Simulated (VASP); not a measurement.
Input of a VASP 6.6.1 run:

The input INCAR:

```
SYSTEM = Pd3PtSe4
PREC     = Accurate       ! precision mode
ENCUT    = 520            ! plane-wave cutoff, eV
EDIFF    = 1E-6           ! SCF threshold, eV
ISMEAR   = 0              ! smearing method
SIGMA    = 0.15           ! smearing width, eV
LREAL    = Auto         
LASPH    = .TRUE.         ! aspherical terms in the spheres
NELM     = 100            ! most SCF steps
ALGO     = Normal         ! electronic algorithm
ISIF     = 2              ! what is computed and relaxed
LWAVE    = .FALSE.        ! write WAVECAR
LCHARG   = .FALSE.        ! write CHGCAR
GGA      = PE             ! functional
NBANDS   = 78             ! bands
```

The input KPOINTS:

```
Automatic mesh
0
G
  2 2 2
  0 0 0
```

The input POSCAR:

```
Pd3PtSe4
1.0
    6.8275244719      0.0000000000      0.0000000000
    0.0000000000      6.8275244719      0.0000000000
    0.0000000000      0.0000000000      7.0639791619
Pd Pt Se
6 2 8
Direct
    0.2603654743      0.5322935653      0.5000000000
    0.7396345257      0.4677064347      0.5000000000
    0.5322935653      0.7396345257      0.0000000000
    0.4677064347      0.2603654743      0.0000000000
    0.0000000000      0.0000000000      0.7500000000
    0.0000000000      0.0000000000      0.2500000000
    0.0000000000      0.5000000000      0.0000000000
    0.5000000000      0.0000000000      0.5000000000
    0.1921768183      0.3097551793      0.7727644197
    0.1921768183      0.3097551793      0.2272355803
    0.8078231817      0.6902448207      0.2272355803
    0.8078231817      0.6902448207      0.7727644197
    0.3097551793      0.8078231817      0.2727644197
    0.3097551793      0.8078231817      0.7272355803
    0.6902448207      0.1921768183      0.7272355803
    0.6902448207      0.1921768183      0.2727644197
```

Potentials or basis: VASP PAW PBE potentials, release 64 (Pd, Pt, Se).

Launch:

```sh
$ cat potpaw_PBE.64/Pd/POTCAR potpaw_PBE.64/Pt/POTCAR potpaw_PBE.64/Se/POTCAR > POTCAR
$ mpirun -np 1 vasp_std > vasp.out
```

(1) Predict the band gap on the k mesh.

(2) Estimate the largest force.

## Answers

(1) zero (bands 64 and 65 overlap by 0.25 eV).

(2) 0.021 eV/Å.

Caveat: the k points lie up to 0.46 Å⁻¹ apart; spin-orbit coupling is left out, which moves the levels of the heavy elements.
